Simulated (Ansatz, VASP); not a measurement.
## Rh: VASP beside Ansatz

```
CELL_PARAMETERS angstrom
0.00000 2.77449 2.77449
2.77449 0.00000 2.77449
2.77449 2.77449 0.00000
ATOMIC_POSITIONS crystal
Rh 0.12500 0.12500 0.12500
Rh 0.87500 0.87500 0.87500
```

Alike in both runs: functional revPBE; k mesh 10 × 10 × 10; occupations fermi-dirac, width 0.1 eV; no spin polarisation.

Ansatz relaxed the structure, and its values are those at the end. VASP's run is a single point on that final structure, the one shown.

|  | VASP | Ansatz |
| --- | --- | --- |
| version | VASP 6.6.1 | Ansatz 0.2.0 |
| potentials or method | VASP PAW PBE potentials, release 64 (Rh_pv), cutoff 520 eV | plane waves (420 eV) with PAW, scalar-relativistic |
| valence electrons in the cell | 30 | 34 |

VASP gave:

* pressure (GPa): 0.2

What did Ansatz give for the same quantities?

Pressure (GPa): 0.0.

VASP's potentials were made for PBE, not for revPBE. VASP's potentials hold 30 valence electrons a cell and Ansatz's 34, so a difference there can come from the potentials and not from the codes.
